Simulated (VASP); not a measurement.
Write the native input for VASP 6.6.1 that does the following.

```
Task                   : single point
Functional             : LDA
Potentials or basis    : VASP PAW LDA potentials, release 64 (W_sv, C)
Cutoff                 : 520 eV
k mesh                 : 16 × 16 × 12
Occupations            : fermi-dirac, width 0.15 eV
Spin                   : no spin polarisation
Dipole correction      : no
Further INCAR settings : ALGO = Normal; EDIFF = 1e-06; NBANDS = 16
```

The structure of WC (dq5) lies in POSCAR:

```
WC
1.0
    2.8849425407      0.0000000000      0.0000000000
   -1.4424712704      2.4984335287      0.0000000000
    0.0000000000      0.0000000000      2.8116247138
W C
1 1
Direct
    0.0000000000      0.0000000000      0.0000000000
    0.6666666667      0.3333333333      0.5000000000
```

The input as run:

INCAR

```
SYSTEM = WC
PREC     = Accurate       ! precision mode
ENCUT    = 520            ! plane-wave cutoff, eV
EDIFF    = 1E-6           ! SCF threshold, eV
ISMEAR   = -1             ! smearing method
SIGMA    = 0.15           ! smearing width, eV
LREAL    = .FALSE.        ! projectors in reciprocal space
LASPH    = .TRUE.         ! aspherical terms in the spheres
NELM     = 80             ! most SCF steps
ALGO     = Normal         ! electronic algorithm
ISIF     = 2              ! what is computed and relaxed
LWAVE    = .FALSE.        ! write WAVECAR
LCHARG   = .TRUE.         ! write CHGCAR
LELF     = .TRUE.         ! ELF
LVHAR    = .TRUE.       
NBANDS   = 16             ! bands
```

KPOINTS

```
regular mesh
0
G
  16 16 12
  0 0 0
```

Potentials or basis: VASP PAW LDA potentials, release 64 (W_sv, C).

Run with:

```console
$ cat potpaw_LDA.64/W_sv/POTCAR potpaw_LDA.64/C/POTCAR > POTCAR
$ mpirun -np 1 vasp_std > vasp.out
```

It gave:

```yaml
Pressure: 2.6 GPa
Band_gap_on_the_k_mesh: zero (band 9 reaches 11.97 eV, above the bottom of band 10 at 10.69 eV)
```

Caveat: spin-orbit coupling is left out, which moves the levels of the heavy elements.

Run time: 36 s on 1 thread of Intel(R) Xeon(R) 6975P-C (Granite Rapids) (shared host), peak memory 0.18 GiB.
